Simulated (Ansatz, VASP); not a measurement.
Sr: VASP beside Ansatz

File INCAR:

```
SYSTEM = Sr
ALGO = Normal
EDIFF = 1E-6
ENCUT = 520
GGA = PS
ISIF = 2
ISMEAR = -1
LASPH = .True.
LCHARG = .False.
LREAL = .False.
LWAVE = .False.
NBANDS = 17
NELM = 60
PREC = Accurate
SIGMA = 0.1
```

The input KPOINTS:

```
k-points
0
Gamma
  12 12 6
  0 0 0
```

File POSCAR:

```
Sr
1.0
    3.4373370688      0.0000000000      0.0000000000
   -1.7186685344      2.9768212230      0.0000000000
    0.0000000000      0.0000000000      5.6337718022
Sr
2
Direct
    0.3333333333      0.6666666667      0.2500000000
    0.6666666667      0.3333333333      0.7500000000
```

Input for Ansatz:

```yaml
crystal:
  lattice:
    - [3.4373370688, 0.0, 0.0]
    - [-1.7186685344, 2.976821223, 0.0]
    - [0.0, 0.0, 5.6337718022]
  atoms:
    - { symbol: Sr, position: [0.3333333333, 0.6666666667, 0.25] }
    - { symbol: Sr, position: [0.6666666667, 0.3333333333, 0.75] }
kpoints:
  mp_grid: { grid: [12, 12, 6] }
scf:
  occupations: { method: fermi_dirac, width: 0.1 }
hamiltonian:
  xc: pbesol
  pseudopotentials: { kind: all_electron, lapw: { basis_error: 0.001 } }
output:
  forces: true
  stress: true
  eigenvalues: true
  populations: true
```

Change from the starting cell: volume scaled by 0.55, LAPW.

Alike in both runs: task single point; functional PBEsol; k mesh 12 × 12 × 6; occupations fermi-dirac, width 0.1 eV; no spin polarisation.

```csv
,VASP,Ansatz
version,VASP 6.6.1,Ansatz 0.2.0
potentials or method,"VASP PAW PBE potentials, release 64 (Sr_sv), cutoff 520 eV","all-electron LAPW, scalar-relativistic"
```

```csv
,VASP,Ansatz,Ansatz less VASP
pressure (GPa),16.8,16.6,-0.18
"traceless stress, the component that is largest in VASP (GPa)",-0.10,-0.10,+0.007
```

VASP's potentials were made for PBE, not for PBEsol. Ansatz ran all-electron here, and VASP with PAW potentials.
